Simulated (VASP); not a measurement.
Lu2NF3:

```xyz
6
Lattice="4.2451 0.0000 0.0000 -2.1225 3.6764 0.0000 0.0000 0.0000 6.7795" Properties=species:S:1:pos:R:3 pbc="T T T"
Lu    0.0000    2.4509    1.7311
Lu    2.1225    1.2255    5.0484
N     0.0000    0.0000    0.0000
F     0.0000    2.4509    4.3777
F     2.1225    1.2255    2.4018
F     0.0000    0.0000    3.3897
```

| Quantity | Value |
| --- | --- |
| Program | VASP 6.6.1 |
| Task | relaxation of cell and atoms |
| Functional | PBE |
| Potentials or basis | VASP PAW PBE potentials, release 64 (Lu, N, F) |
| Cutoff | 600 eV |
| k mesh | 6 × 6 × 4 |
| Occupations | gaussian, width 0.1 eV |
| Spin | no spin polarisation |

At the start: pressure -24.3 GPa; volume 17.63 Å³/atom.

Task: Where does the relaxation end?

Result: Over 20 steps the energy falls by 690.8 meV/atom and the volume is 12.27 Å³/atom (-30.4 %); space group P-3m1 (No. 164, to 0.05 Å).

Step by step:
```
step  energy change (eV)  largest force (eV/Å)  pressure (GPa)  volume (Å³)
   1              0.0000                0.7465          -24.31       105.80
   2             -3.7248                2.3891            4.05        69.88
   3             -3.7499                2.2786            1.58        71.36
   4             -3.7510                2.2301            0.17        72.04
   5             -4.0061                0.5971            1.29        70.27
   6             -4.0066                0.5844            1.34        70.34
   7             -4.0419                0.4514           -0.44        71.22
   8             -4.0676                0.2720           -3.15        72.76
   9             -4.0889                0.1961           -2.11        72.39
  10             -4.1132                0.3583            1.61        71.32
  11             -4.1131                0.3282            1.28        71.44
  12             -4.1217                0.2464            1.27        71.64
  13             -4.1366                0.0231            1.24        72.24
  14             -4.1224                0.4411            2.09        73.41
  15             -4.1384                0.1242            1.48        72.57
  16             -4.1434                0.0356           -0.66        73.88
  17             -4.1437                0.0524           -0.35        73.63
  18             -4.1447                0.0448           -0.06        73.61
  19             -4.1447                0.0477            0.02        73.61
  20             -4.1449                0.0190            0.22        73.63
```

Final structure:
```cif
data_structure
_symmetry_space_group_name_H-M 'P 1'
_symmetry_Int_Tables_number 1
_cell_length_a 3.6544
_cell_length_b 3.6544
_cell_length_c 6.3659
_cell_angle_alpha 90.000
_cell_angle_beta 90.000
_cell_angle_gamma 120.000
_cell_volume 73.63
loop_
_atom_site_label
_atom_site_type_symbol
_atom_site_fract_x
_atom_site_fract_y
_atom_site_fract_z
_atom_site_occupancy
Lu1 Lu 0.33333 0.66667 0.21637 1
Lu2 Lu 0.66667 0.33333 0.78363 1
N1 N 0.00000 0.00000 0.00000 1
F1 F 0.33333 0.66667 0.68802 1
F2 F 0.66667 0.33333 0.31198 1
F3 F 0.00000 0.00000 0.50000 1
```

Caveat: the volume moved by over 15 % at a fixed basis, so the end points are rough.
